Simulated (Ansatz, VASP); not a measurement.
## CaOs2 in VASP and in Ansatz

```xyz
3
Lattice="2.9035 0.0000 0.0000 0.0000 2.9035 0.0000 0.0000 0.0000 5.9907" Properties=species:S:1:pos:R:3 pbc="T T T"
Ca    0.0000    0.0000    0.0000
Os    1.4518    1.4518    1.7673
Os    1.4518    1.4518    4.2234
```

Change from the starting cell: species swapped into the Ga2Cu type (P4/mmm, No. 123).

Alike in both runs: task relaxation of cell and atoms; functional PBE; k mesh 6 × 6 × 4; occupations gaussian, width 0.1 eV; no spin polarisation.

|  | VASP | Ansatz |
| --- | --- | --- |
| version | VASP 6.6.1 | Ansatz 0.2.0 |
| potentials or method | VASP PAW PBE potentials, release 64 (Ca_sv, Os), cutoff 600 eV | scalar-relativistic, plane waves, PAW |
| valence electrons in the cell | 26 | 42 |

|  | VASP | Ansatz | Ansatz less VASP |
| --- | --- | --- | --- |
| gap on the k mesh at the Fermi level, each at its own relaxed structure (eV) | none | none | - |
| relaxed volume (Å³/atom) | 18.36 | 18.31 | -0.057 |
| relaxed cell length with the largest relative difference (Å) | 2.770 | 2.763 | -0.0067 |

A gap of «none» marks a metal or a gap that the smearing closes. VASP's potentials hold 26 valence electrons a cell and Ansatz's 42, so a difference there can come from the potentials and not from the codes.

The k mesh is coarse, so the values compare programs but aren't converged. Neither program's run includes spin-orbit coupling.
